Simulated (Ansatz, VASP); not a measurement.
One calculation of CaBe2O3, two programs

INCAR

```
SYSTEM = CaBe2O3
PREC = Accurate ; ENCUT = 520
EDIFF = 1E-6 ; ISMEAR = 0
SIGMA = 0.1 ; LREAL = .FALSE.
LASPH = .TRUE. ; NELM = 100
ALGO = Normal ; ISIF = 2
LWAVE = .FALSE. ; LCHARG = .FALSE.
GGA = PE ; NBANDS = 25
```

KPOINTS

```
Automatic mesh
0
G
  6 6 6
  0 0 0
```

File POSCAR:

```
CaBe2O3
1.0
    2.4167193200      1.3952935500      3.6327372700
   -2.4167193200      1.3952935500      3.6327372700
    0.0000000000     -2.7905871000      3.6327372700
Ca Be O
1 2 3
Direct
    0.0000000000      0.0000000000      0.0000000000
    0.8069464600      0.8069464600      0.8069464600
    0.1930535400      0.1930535400      0.1930535400
    0.0000000000      0.0000000000      0.5000000000
    0.5000000000      0.0000000000      0.0000000000
    0.0000000000      0.5000000000      0.0000000000
```

Input for Ansatz:

```yaml
crystal:
  lattice:
    - [2.41671932, 1.39529355, 3.63273727]
    - [-2.41671932, 1.39529355, 3.63273727]
    - [0.0, -2.7905871, 3.63273727]
  atoms:
    - { symbol: Ca, position: [0.0, 0.0, 0.0] }
    - { symbol: Be, position: [0.80694646, 0.80694646, 0.80694646] }
    - { symbol: Be, position: [0.19305354, 0.19305354, 0.19305354] }
    - { symbol: O, position: [0.0, 0.0, 0.5] }
    - { symbol: O, position: [0.5, 0.0, 0.0] }
    - { symbol: O, position: [0.0, 0.5, 0.0] }
basis:
  ecutwfc: 420
kpoints:
  mp_grid: { grid: [6, 6, 6] }
hamiltonian:
  xc: pbe
scf:
  occupations: { method: gaussian, width: 0.1 }
  lower_state_search: "off"
output:
  forces: true
  stress: true
  eigenvalues: true
```

Alike in both runs: task single point; functional PBE; k mesh 6 × 6 × 6; occupations gaussian, width 0.1 eV; no spin polarisation.

|  | VASP | Ansatz |
| --- | --- | --- |
| version | VASP 6.6.1 | Ansatz 0.2.0 |
| potentials or method | VASP PAW PBE potentials, release 64 (Ca_sv, Be, O), cutoff 520 eV | scalar-relativistic, plane waves, PAW |
| valence electrons in the cell | 32 | 32 |

|  | VASP | Ansatz | Ansatz less VASP |
| --- | --- | --- | --- |
| gap on the k mesh at the Fermi level (eV) | 0.38 | 0.40 | +0.017 |
| least direct gap on the mesh (eV) | 0.42 | 0.44 | +0.018 |
| rms of the force components (eV/Å) | 0.999 | 1.001 | +0.0027 |

Atom by atom the forces differ by 0.003 eV/Å (rms over components).
